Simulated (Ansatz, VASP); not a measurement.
**CuAu: VASP beside Ansatz**

File INCAR:

```
SYSTEM = CuAu
  ALGO = Normal
  EDIFF = 1E-6
  ENCUT = 520
  GGA = CA
  ISIF = 2
  ISMEAR = -1
  LASPH = .True.
  LCHARG = .False.
  LREAL = .False.
  LWAVE = .False.
  NBANDS = 18
  NELM = 80
  PREC = Accurate
  SIGMA = 0.05
```

The input KPOINTS:

```
k-points
0
Gamma
  11 11 11
  0 0 0
```

The input POSCAR:

```
CuAu
1.0
    1.4526137943      0.8386669652      4.2843581437
   -1.4526137943      0.8386669652      4.2843581437
    0.0000000000     -1.6773339303      4.2843581437
Au Cu
1 1
Direct
    0.0000000000      0.0000000000      0.0000000000
    0.5000000000      0.5000000000      0.5000000000
```

Contents of input.yaml:

```yaml
crystal:
  lattice:
    - [1.4526137943, 0.8386669652, 4.2843581437]
    - [-1.4526137943, 0.8386669652, 4.2843581437]
    - [0.0, -1.6773339303, 4.2843581437]
  atoms:
    - { symbol: Au, position: [0.0, 0.0, 0.0] }
    - { symbol: Cu, position: [0.5, 0.5, 0.5] }
kpoints:
  mp_grid: { grid: [11, 11, 11] }
scf:
  occupations: { method: fermi_dirac, width: 0.05 }
hamiltonian:
  xc: lda
  pseudopotentials: { kind: all_electron, lapw: { basis_error: 0.001 } }
output:
  forces: true
  stress: true
  eigenvalues: true
```

Change from the starting cell: volume scaled by 1.02.

Alike in both runs: task single point; functional LDA; k mesh 11 × 11 × 11; occupations fermi-dirac, width 0.05 eV; no spin polarisation.

|  | VASP | Ansatz |
| --- | --- | --- |
| version | VASP 6.6.1 | Ansatz 0.2.0 |
| potentials or method | VASP PAW LDA potentials, release 64 (Au, Cu), cutoff 520 eV | all-electron LAPW, scalar-relativistic |

```csv
,VASP,Ansatz,Ansatz less VASP
gap on the k mesh at the Fermi level (eV),none,none,-
pressure (GPa),-14.3,-14.9,-0.54
"traceless stress, the component that is largest in VASP (GPa)",0.20,0.03,-0.177
```

LDA's correlation is that of Perdew and Zunger in VASP and of Perdew and Wang (1992) in Ansatz. A gap of «none» marks a metal or a gap that the smearing closes. Ansatz ran all-electron here, and VASP with PAW potentials.

Neither program's run includes spin-orbit coupling.
